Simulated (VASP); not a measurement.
Input of a VASP 6.6.1 run:

The input POSCAR:

```
GaN
1.0
    0.0000000000      2.1085152362      2.1085152362
    2.1085152362      0.0000000000      2.1085152362
    2.1085152362      2.1085152362      0.0000000000
Ga N
1 1
Direct
    0.0000000000      0.0000000000      0.0000000000
    0.5000000000      0.5000000000      0.5000000000
```

The input INCAR.step1:

```
ALGO = Normal ; EDIFF = 1E-5
ENCUT = 910 ; GGA = PE
GGA_COMPAT = False ; ISMEAR = 0
LASPH = True ; LCHARG = False
LREAL = False ; LWAVE = True
NBANDS = 16 ; NELM = 120
PREC = Accurate ; SIGMA = 0.01
```

File INCAR.step2:

```
ALGO = Normal ; EDIFF = 1E-6
ENCUT = 910 ; GGA_COMPAT = False
ISIF = 2 ; ISMEAR = 0
ISTART = 1 ; LASPH = True
LCHARG = True ; LELF = True
LMIXTAU = True ; LREAL = False
LVHAR = True ; LWAVE = False
METAGGA = R2SCAN ; NBANDS = 16
NELM = 120 ; PREC = Accurate
SIGMA = 0.01
```

File KPOINTS:

```
k-points
0
Gamma
  8 8 8
```

Potentials or basis: VASP PAW PBE potentials, release 64 (Ga_d, N_h).

Run with:

```console
$ cat potpaw_PBE.64/Ga_d/POTCAR potpaw_PBE.64/N_h/POTCAR > POTCAR
$ cp INCAR.step1 INCAR
$ mpirun -np 1 vasp_std > vasp.out
$ cp INCAR.step2 INCAR
$ mpirun -np 1 vasp_std > vasp.out
```

(1) What does it give for the pressure?

(2) Estimate the band gap on the k mesh.

## Answers

(1) 1.0 GPa.

(2) 1.17 eV, indirect (least direct gap 3.40 eV).

Caveat: the cutoff is under 1.25 times the usual one of these potentials, so pressure, stress and relaxed cells hold a basis-set (Pulay) error; the PAW data sets were made with another functional, which shifts forces and pressure a little.
